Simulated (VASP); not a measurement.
# MgC2 (P4_2/mnm) in VASP: further runs

The runs below take MgC2 through single point, with revPBE+D4, PBE, LDA.

Everything below comes from runs of VASP 6.6.1. Logs are shortened: lines on timing, memory, paths and dates and some standing lists are left out, and cuts for length are marked.

## (1) The cell of the first run

Symmetry: P4_2/mnm, No. 136, tetragonal system. Conventional cell: a = 3.897 Å, b = 3.897 Å, c = 4.920 Å, α = 90.00°, β = 90.00°, γ = 90.00°. Within 2.8 Å of Mg (site symmetry mmm) lie 6 C at 2.14 to 2.54 Å. Within 1.7 Å of C (site symmetry m2m) lie 1 C at 1.24 Å.

## (2) Single point, revPBE+D4

Contents of INCAR:

```
ALGO = Normal
EDIFF = 1E-6
ENCUT = 520
GGA = RE
ISIF = 2
ISMEAR = 0
IVDW = 13
LASPH = T
LCHARG = T
LELF = T
LREAL = F
LVHAR = T
LWAVE = F
NBANDS = 19
NELM = 80
PREC = Accurate
SIGMA = 0.01
```

Contents of KPOINTS:

```
k-points
0
Gamma
  7 7 6
```

Contents of POSCAR:

```
MgC2
1.0
    3.8973815762      0.0000000000      0.0000000000
    0.0000000000      3.8973815762      0.0000000000
    0.0000000000      0.0000000000      4.9196876430
Mg C
2 4
Direct
    0.0000000000      0.0000000000      0.5000000000
    0.5000000000      0.5000000000      0.0000000000
    0.3876550000      0.6123450000      0.5000000000
    0.6123450000      0.3876550000      0.5000000000
    0.8876550000      0.8876550000      0.0000000000
    0.1123450000      0.1123450000      0.0000000000
```

Potentials or basis: VASP PAW PBE potentials, release 64 (Mg, C).

Command:

```bash
> cat potpaw_PBE.64/Mg/POTCAR potpaw_PBE.64/C/POTCAR > POTCAR
> mpirun -np 1 vasp_std > vasp.out
```

OUTCAR:

```text
EDIFF = 1E-6
   ENCUT = 520
   GGA = RE
   ISIF = 2
   ISMEAR = 0
   IVDW = 13
   LASPH = T
   LREAL = F
   NELM = 80
   PREC = Accurate

 ion  position               nearest neighbor table
   1  0.000  0.000  0.500-   3 2.14   4 2.14   5 2.54   6 2.54   5 2.54   6 2.54   4 2.82   3 2.82
                             4 2.82   3 2.82
   2  0.500  0.500  0.000-   5 2.14   6 2.14   3 2.54   4 2.54   3 2.54   4 2.54   6 2.82   6 2.82
                             5 2.82   5 2.82
   3  0.388  0.612  0.500-   4 1.24   1 2.14   2 2.54   2 2.54   1 2.82   1 2.82
   4  0.612  0.388  0.500-   3 1.24   1 2.14   2 2.54   2 2.54   1 2.82   1 2.82
   5  0.888  0.888  0.000-   6 1.24   2 2.14   1 2.54   1 2.54   2 2.82   2 2.82
   6  0.112  0.112  0.000-   5 1.24   2 2.14   1 2.54   1 2.54   2 2.82   2 2.82

  LATTYP: Found a simple tetragonal cell.
 ALAT       =     3.8973815762
 C/A-ratio  =     1.2623058704

  Lattice vectors:

 A1 = (   3.8973815762,   0.0000000000,   0.0000000000)
 A2 = (   0.0000000000,   3.8973815762,   0.0000000000)
 A3 = (   0.0000000000,   0.0000000000,   4.9196876430)

Analysis of symmetry for initial positions (statically):
=====================================================================
 Subroutine PRICEL returns:
 Original cell was already a primitive cell.

 Routine SETGRP: Setting up the symmetry group for a
 simple tetragonal supercell.

 Subroutine GETGRP returns: Found 16 space group operations
 (whereof  8 operations were pure point group operations)
 out of a pool of 16 trial point group operations.

The static configuration has the point symmetry D_2h.
 The point group associated with its full space group is D_4h.

Analysis of symmetry for dynamics (positions and initial velocities):
=====================================================================
 Subroutine PRICEL returns:
 Original cell was already a primitive cell.

 Routine SETGRP: Setting up the symmetry group for a
 simple tetragonal supercell.

 Subroutine GETGRP returns: Found 16 space group operations
 (whereof  8 operations were pure point group operations)
 out of a pool of 16 trial point group operations.

The dynamic configuration has the point symmetry D_2h.
 The point group associated with its full space group is D_4h.

 Subroutine INISYM returns: Found 16 space group operations
 (whereof  8 operations are pure point group operations),
 and found     1 'primitive' translations

----------------------------------------------------------------------------------------

                                     Primitive cell

  volume of cell :      74.7280

  direct lattice vectors                    reciprocal lattice vectors
     3.897381576  0.000000000  0.000000000     0.256582524  0.000000000  0.000000000
     0.000000000  3.897381576  0.000000000     0.000000000  0.256582524  0.000000000
     0.000000000  0.000000000  4.919687643     0.000000000  0.000000000  0.203264937

  length of vectors
     3.897381576  3.897381576  4.919687643     0.256582524  0.256582524  0.203264937

  position of ions in fractional coordinates (direct lattice)
     0.000000000  0.000000000  0.500000000
     0.500000000  0.500000000  0.000000000
     0.387655000  0.612345000  0.500000000
     0.612345000  0.387655000  0.500000000
     0.887655000  0.887655000  0.000000000
     0.112345000  0.112345000  0.000000000

  ion indices of the primitive-cell ions
   primitive index   ion index
                 1           1
                 2           2
                 3           3
                 4           4
                 5           5
                 6           6

----------------------------------------------------------------------------------------

 KPOINTS: k-points

Automatic generation of k-mesh.
 Grid dimensions read from file:
 generate k-points for:    7    7    6

 Generating k-lattice:

  Cartesian coordinates                     Fractional coordinates (reciprocal lattice)
     0.036654646  0.000000000  0.000000000     0.142857143  0.000000000  0.000000000
     0.000000000  0.036654646  0.000000000     0.000000000  0.142857143  0.000000000
     0.000000000  0.000000000  0.033877490     0.000000000  0.000000000  0.166666667

  Length of vectors
     0.036654646  0.036654646  0.033877490

  Shift w.r.t. Gamma in fractional coordinates (k-lattice)
     0.000000000  0.000000000  0.000000000

 Subroutine IBZKPT returns following result:
 ===========================================

 Found     40 irreducible k-points:

 Following reciprocal coordinates:
            Coordinates               Weight
  0.000000  0.000000  0.000000      1.000000
  0.142857  0.000000  0.000000      4.000000
  0.285714  0.000000  0.000000      4.000000
  0.428571  0.000000  0.000000      4.000000
  0.142857  0.142857  0.000000      4.000000
  0.285714  0.142857  0.000000      8.000000
[... 16 lines left out ...]
  0.285714  0.000000  0.333333      8.000000
  0.428571  0.000000  0.333333      8.000000
 [... further k-points ...]
   k-points           NKPTS =     40   k-points in BZ     NKDIM =     40   number of bands    NBANDS=     19
   number of dos      NEDOS =    301   number of ions     NIONS =      6
   total plane-waves  NPLWV =  36000
   dimension x,y,z NGX =    30 NGY =   30 NGZ =   40
   dimension x,y,z NGXF=    60 NGYF=   60 NGZF=   80
   ions per type =               2   4
   NGX,Y,Z   is equivalent  to a cutoff of  12.80, 12.80, 13.52 a.u.
   NGXF,Y,Z  is equivalent  to a cutoff of  25.59, 25.59, 27.03 a.u.
 SYSTEM =  unknown system
   PREC   = accura    normal or accurate (medium, high low for compatibility)
   ISTART =      0    job   : 0-new  1-cont  2-samecut
   ICHARG =      2    charge: 1-file 2-atom 10-const
   ISPIN  =      1    spin polarized calculation?
   LNONCOLLINEAR =      F non collinear calculations
   LSORBIT =      F    spin-orbit coupling
   LASPH  =      T    aspherical Exc in radial PAW
   ENCUT  =  520.0 eV  38.22 Ry    6.18 a.u.   7.25  7.25  9.15*2*pi/ulx,y,z
   NELM   =     80;   NELMIN=  2; NELMDL= -5     # of ELM steps
   EDIFF  = 0.1E-05   stopping-criterion for ELM
   LREAL  =      F    real-space projection
   EDIFFG = 0.1E-04   stopping-criterion for IOM
   NSW    =      0    number of steps for IOM
   IBRION =     -1    ionic relax: 0-MD 1-quasi-New 2-CG
   NFREE  =      0    steps in history (QN), initial steepest desc. (CG)
   ISIF   =      2    stress and relaxation
   ISYM   =      2    0-nonsym 1-usesym 2-fastsym
   POTIM  = 0.5000    time-step for ionic-motion
   TEBEG  =    0.0;   TEEND  =   0.0 temperature during run
   PSTRESS=    0.0 pullay stress
   NELECT =      20.0000    total number of electrons
   NUPDOWN=      -1.0000    fix difference up-down
   EMIN   =  10.00;   EMAX   =-10.00  energy-range for DOS
   EFERMI =   0.00;   METHOD = LEGACY
   ISMEAR =     0;   SIGMA  =   0.01  broadening in eV -4-tet -1-fermi 0-gaus
   EFERMI_NEDOS =   21; number of points for ismear=-14 and -15
   IALGO  =     38    algorithm
   IMIX   =      4    mixing-type and parameters
     AMIX     =   0.40;   BMIX     =  1.00
     AMIX_MAG =   1.60;   BMIX_MAG =  1.00
  volume/ion in A,a.u.               =      12.45        84.05
  Fermi-wavevector in a.u.,A,eV,Ry     =   1.055011  1.993682 15.143944  1.113048
  Thomas-Fermi vector in A             =   2.190193
   LORBIT       =      0    0 simple, 1 ext, 2 COOP (PROOUT), +10 PAW based schemes
   GGA     = RE    functional components
   LHFCALC =     F    Hartree Fock is set to
   AEXX    =    0.0000 exact exchange contribution
   IVDW    =    13    specifies the selected vdW correction
   LEPSILON=     F    determine dielectric tensor
   LRPA    =     F    only Hartree local field effects (RPA)
 non-spin polarized calculation
 Gauss-broadening in eV      SIGMA  =   0.01
  energy-cutoff  :      520.00
  volume of cell :       74.73
 maximum number of plane-waves:      2028
 NGX is ok and might be reduce to    30
   NGX = 15   NGY = 15   NGZ = 19

 number of electron      20.0000000 magnetization

 Free energy of the ion-electron system (eV)
  ---------------------------------------------------
  ext. energy  EPLUGINS =         0.00000000
  ---------------------------------------------------
  free energy    TOTEN  =       -35.68778900 eV

  energy without entropy =      -35.68778900  energy(sigma->0) =      -35.68778900

 E-fermi :   1.5534     XC(G=0):  -9.5323

 val. band max:        1.4406772491   @ k =   0.4286   0.4286   0.5000
 cond. band min:       4.0115562270   @ k =   0.0000   0.0000   0.0000
 fundamental gap:      2.5708789779
 Fermi energy:         1.5534253508

 k-point     1 :       0.0000    0.0000    0.0000
  band No.  band energies     occupation
      1     -11.6758      2.00000
      2     -10.7495      2.00000
      3      -2.1539      2.00000
      4      -1.6054      2.00000
      5      -1.6054      2.00000
      6      -1.5856      2.00000
[... 11 lines left out ...]
     18      12.8232      0.00000
     19      13.3204      0.00000

 k-point     2 :       0.1429    0.0000    0.0000
  band No.  band energies     occupation
      1     -11.6060      2.00000
      2     -10.7614      2.00000
      3      -2.0626      2.00000
      4      -2.0238      2.00000
      5      -2.0019      2.00000
      6      -1.2505      2.00000
[... 11 lines left out ...]
     18      12.3715      0.00000
     19      13.0306      0.00000

 k-point     3 :       0.2857    0.0000    0.0000
  band No.  band energies     occupation
      1     -11.4180      2.00000
      2     -10.8169      2.00000
      3      -2.6445      2.00000
      4      -2.6009      2.00000
      5      -1.6465      2.00000
      6      -0.9036      2.00000
[... 11 lines left out ...]
     18      11.9011      0.00000
     19      12.5930      0.00000

 k-point     4 :       0.4286    0.0000    0.0000
  band No.  band energies     occupation
      1     -11.1730      2.00000
      2     -10.9534      2.00000
      3      -3.0217      2.00000
      4      -2.9858      2.00000
      5      -1.0648      2.00000
      6      -0.4919      2.00000
[... 11 lines left out ...]
     18      12.0104      0.00000
     19      12.5524      0.00000

 k-point     5 :       0.1429    0.1429    0.0000
  band No.  band energies     occupation
      1     -11.5397      2.00000
      2     -10.7697      2.00000
      3      -2.3415      2.00000
      4      -2.0779      2.00000
      5      -1.8972      2.00000
      6      -1.3805      2.00000
[... 11 lines left out ...]
     18      12.8086      0.00000
     19      13.3327      0.00000
[... 334 lines left out ...]
      2     -10.9808      2.00000
      3      -2.3532      2.00000
      4      -2.0302      2.00000
      5      -1.4725      2.00000
      6      -1.4725      2.00000
[... 11 lines left out ...]
     18      12.6769      0.00000
     19      13.9411      0.00000

 k-point    22 :       0.1429    0.0000    0.3333
  band No.  band energies     occupation
      1     -11.3913      2.00000
      2     -10.9659      2.00000
      3      -2.6112      2.00000
      4      -2.4089      2.00000
      5      -1.3402      2.00000
      6      -1.1907      2.00000
[... 11 lines left out ...]
     18      12.6202      0.00000
     19      13.4626      0.00000

 k-point    23 :       0.2857    0.0000    0.3333
  band No.  band energies     occupation
      1     -11.2498      2.00000
      2     -10.9453      2.00000
      3      -3.1066      2.00000
      4      -2.9822      2.00000
      5      -0.9913      2.00000
      6      -0.7761      2.00000
[... 11 lines left out ...]
     18      12.3220      0.00000
     19      13.1252      0.00000

 k-point    24 :       0.4286    0.0000    0.3333
  band No.  band energies     occupation
      1     -11.0856      2.00000
      2     -10.9737      2.00000
      3      -3.4328      2.00000
      4      -3.3854      2.00000
      5      -0.4845      2.00000
      6      -0.3493      2.00000
[... 11 lines left out ...]
     18      12.5911      0.00000
     19      13.0251      0.00000

 [... further k-points ...]

------------------------ aborting loop because EDIFF is reached ----------------------------------------

  DFT-D4 for vdW energy calculation

  Edisp (eV):   -2.19071

  FORCE on cell =-STRESS in cart. coord.  units (eV):
  Direction    XX          YY          ZZ          XY          YZ          ZX
  --------------------------------------------------------------------------------------
  -------------------------------------------------------------------------------------
  Total       5.17901     5.17901     5.18015    -0.00000     0.00000     0.00000
  in kB     111.03849   111.03849   111.06308    -0.00000     0.00000     0.00000
  external pressure =      111.05 kB  Pullay stress =        0.00 kB

 VOLUME and BASIS-vectors are now :
 -----------------------------------------------------------------------------
  energy-cutoff  :      520.00
  volume of cell :       74.73
      direct lattice vectors                 reciprocal lattice vectors
     3.897381576  0.000000000  0.000000000     0.256582524  0.000000000  0.000000000
     0.000000000  3.897381576  0.000000000     0.000000000  0.256582524  0.000000000
     0.000000000  0.000000000  4.919687643     0.000000000  0.000000000  0.203264937

 POSITION                                       TOTAL-FORCE (eV/Angst)
 -----------------------------------------------------------------------------------
      0.00000      0.00000      2.45984        -0.000000      0.000000     -0.000000
      1.94869      1.94869      0.00000        -0.000000      0.000000     -0.000000
      1.51084      2.38654      2.45984        -1.156400      1.156400     -0.000000
      2.38654      1.51084      2.45984         1.156400     -1.156400      0.000000
      3.45953      3.45953      0.00000        -1.156400     -1.156400      0.000000
      0.43785      0.43785      0.00000         1.156400      1.156400     -0.000000
 -----------------------------------------------------------------------------------
    total drift:                               -0.000000     -0.000000      0.000000

  FREE ENERGIE OF THE ION-ELECTRON SYSTEM (eV)
  ---------------------------------------------------
  free  energy   TOTEN  =       -37.8784981321 eV

  energy  without entropy=      -37.8784981321  energy(sigma->0) =      -37.87849813
```

Run time: 33 s. Hardware: 1 thread of Intel Xeon Platinum 8488C (Sapphire Rapids), shared host; peak memory 0.2 GiB.

Results:

* Free energy: -37.8785 eV
* Pressure: 11.1 GPa
* Largest force: 1.635 eV/Å
* Band gap on the k mesh: 2.57 eV, indirect (least direct gap 2.98 eV)
* Dispersion energy per atom: -0.365 eV

Forces in eV/Å, atoms in the order of the input:
```
Mg   0.000  0.000  0.000
Mg   0.000  0.000  0.000
C   -1.156  1.156  0.000
C    1.156 -1.156  0.000
C   -1.156 -1.156  0.000
C    1.156  1.156  0.000
```

Caveat: the PAW data sets were made with another functional, which shifts forces and pressure a little. A k mesh can miss the band edges.

## (3) Single point, revPBE+D4

This run uses another cell than the first one, of 12.71 Å³/atom, 1.021 times its volume.

Contents of INCAR:

```
PREC = Accurate
ENCUT = 520
EDIFF = 1E-6
ISMEAR = 0
SIGMA = 0.01
LREAL = F
LASPH = T
NELM = 60
ALGO = Normal
ISIF = 2
LWAVE = F
LCHARG = F
GGA = RE
IVDW = 13
NBANDS = 19
```

Contents of KPOINTS:

```
Automatic mesh
0
Gamma
  7 7 6
```

Changes to POSCAR since step 2:

```diff
@@ -2,5 +2,5 @@
 1.0
-    3.8973815762      0.0000000000      0.0000000000
-    0.0000000000      3.8973815762      0.0000000000
-    0.0000000000      0.0000000000      4.9196876430
+    3.9242609192      0.0000000000      0.0000000000
+    0.0000000000      3.9242609192      0.0000000000
+    0.0000000000      0.0000000000      4.9536175955
 Mg C
```

Potentials or basis: VASP PAW PBE potentials, release 64 (Mg, C).

Command:

```bash
> cat potpaw_PBE.64/Mg/POTCAR potpaw_PBE.64/C/POTCAR > POTCAR
> mpirun -np 1 vasp_std > vasp.out
```

Run time: 33 s. Hardware: 1 thread of Intel Xeon Platinum 8488C (Sapphire Rapids), shared host; peak memory 0.2 GiB.

It converged, with:

```
Free energy                : -37.9553 eV
Pressure                   : 4.6 GPa
Largest force              : 0.948 eV/Å
Band gap on the k mesh     : 2.60 eV, indirect (least direct gap 2.99 eV)
Dispersion energy per atom : -0.369 eV
```

Forces on the atoms (eV/Å):
```
Mg   0.000  0.000  0.000
Mg   0.000  0.000  0.000
C   -0.671  0.671  0.000
C    0.671 -0.671  0.000
C   -0.671 -0.671  0.000
C    0.671  0.671  0.000
```

Stress tensor (GPa, compression positive):
```
4.34 0.00 0.00
0.00 4.34 0.00
0.00 0.00 5.04
```

Levels at points of the mesh, in eV from the valence-band top:
```csv
k point,band 6,band 7,band 8,band 9,band 10,band 11,band 12,band 13,band 14,band 15
"(0.00, 0.00, 0.00)",-2.98,-1.34,-0.45,-0.39,-0.39,2.60,5.29,5.66,5.66,7.21
"(0.00, 0.00, 0.50)",-2.89,-0.75,-0.75,-0.34,-0.34,3.68,3.68,5.83,5.83,9.34
```

Caveat: the PAW data sets were made with another functional, which shifts forces and pressure a little. A k mesh can miss the band edges.

## (4) Single point, revPBE+D4

This run uses another cell than the first one, of 12.97 Å³/atom, 1.042 times its volume.

Contents of INCAR:

```
  PREC = Accurate
  ENCUT = 520
  EDIFF = 1E-6
  ISMEAR = 0
  SIGMA = 0.01
  LREAL = False
  LASPH = True
  NELM = 60
  ALGO = Normal
  ISIF = 2
  LWAVE = False
  LCHARG = False
  GGA = RE
  IVDW = 13
  NBANDS = 19
```

Contents of KPOINTS:

```
regular mesh
0
Gamma
  7 7 6
```

Changes to POSCAR since step 3:

```diff
@@ -2,5 +2,5 @@
 1.0
-    3.9242609192      0.0000000000      0.0000000000
-    0.0000000000      3.9242609192      0.0000000000
-    0.0000000000      0.0000000000      4.9536175955
+    3.9507770000      0.0000000000      0.0000000000
+    0.0000000000      3.9507770000      0.0000000000
+    0.0000000000      0.0000000000      4.9870890000
 Mg C
```

Command:

```bash
> cat potpaw_PBE.64/Mg/POTCAR potpaw_PBE.64/C/POTCAR > POTCAR
> mpirun -np 1 vasp_std > vasp.out
```

Wall time 37 s (1 thread of Intel Xeon Platinum 8488C (Sapphire Rapids), shared host); peak memory 0.21 GiB.

The run converged. Its results:

| Item | Value |
| --- | --- |
| Free energy | -37.9729 eV |
| Pressure | -0.7 GPa |
| Largest force | 0.321 eV/Å |
| Band gap on the k mesh | 2.63 eV, indirect (least direct gap 3.00 eV) |
| Dispersion energy per atom | -0.367 eV |

Forces in eV/Å, atoms in the order of the input:
```
Mg   0.000  0.000  0.000
Mg   0.000  0.000  0.000
C   -0.227  0.227  0.000
C    0.227 -0.227  0.000
C   -0.227 -0.227  0.000
C    0.227  0.227  0.000
```

Stress tensor (GPa, compression positive):
```
-1.10  0.00  0.00
 0.00 -1.10  0.00
 0.00  0.00  0.09
```

Levels at points of the mesh, in eV from the valence-band top:
```csv
k point,band 6,band 7,band 8,band 9,band 10,band 11,band 12,band 13,band 14,band 15
"(0.00, 0.00, 0.00)",-2.94,-1.33,-0.43,-0.37,-0.37,2.63,5.26,5.61,5.61,7.09
"(0.00, 0.00, 0.50)",-2.92,-0.71,-0.71,-0.32,-0.32,3.68,3.68,5.77,5.77,9.18
```

Caveat: the PAW data sets were made with another functional, which shifts forces and pressure a little.

(Part 1 of 2 ends here.)
